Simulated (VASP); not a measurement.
The system is WS2.

```
W S
1.0
     0.00000    3.05421    3.05421
     3.05421    0.00000    3.05421
     3.05421    3.05421    0.00000
W S
1 2
Direct
  0.00000 0.00000 0.00000
  0.75000 0.75000 0.75000
  0.25000 0.25000 0.25000
```

| Item | Value |
| --- | --- |
| Program | VASP 6.6.1 |
| Task | relaxation of cell and atoms |
| Functional | PBEsol |
| Potentials or basis | VASP PAW PBE potentials, release 64 (W_sv, S) |
| Cutoff | 600 eV |
| k mesh | 6 × 6 × 6 |
| Occupations | fermi-dirac, width 0.03 eV |
| Spin | no spin polarisation |

At the start: pressure -18.3 GPa; volume 18.99 Å³/atom.

Task: Where does the relaxation end?

Result: Over 7 steps the energy falls by 175.4 meV/atom and the volume is 16.32 Å³/atom (-14.1 %); space group Fm-3m (No. 225, to 0.05 Å).

The path:
```csv
step,energy change (eV),largest force (eV/Å),pressure (GPa),volume (Å³)
1,0.0000,0.0000,-18.33,56.98
2,0.4580,0.0000,45.62,40.88
3,-0.5250,0.0000,-1.14,49.30
4,-0.5261,0.0000,-0.25,49.04
5,-0.5261,0.0000,0.28,48.89
6,-0.5261,0.0000,-0.34,49.07
7,-0.5262,0.0000,0.00,48.97
```

Final structure:
```xyz
3
Lattice="0.0000 2.9038 2.9038 2.9038 0.0000 2.9038 2.9038 2.9038 0.0000" Properties=species:S:1:pos:R:3 pbc="T T T"
W     0.0000    0.0000    0.0000
S     4.3557    4.3557    4.3557
S     1.4519    1.4519    1.4519
```

Caveat: the PAW data sets were made with another functional, which shifts forces and pressure a little.
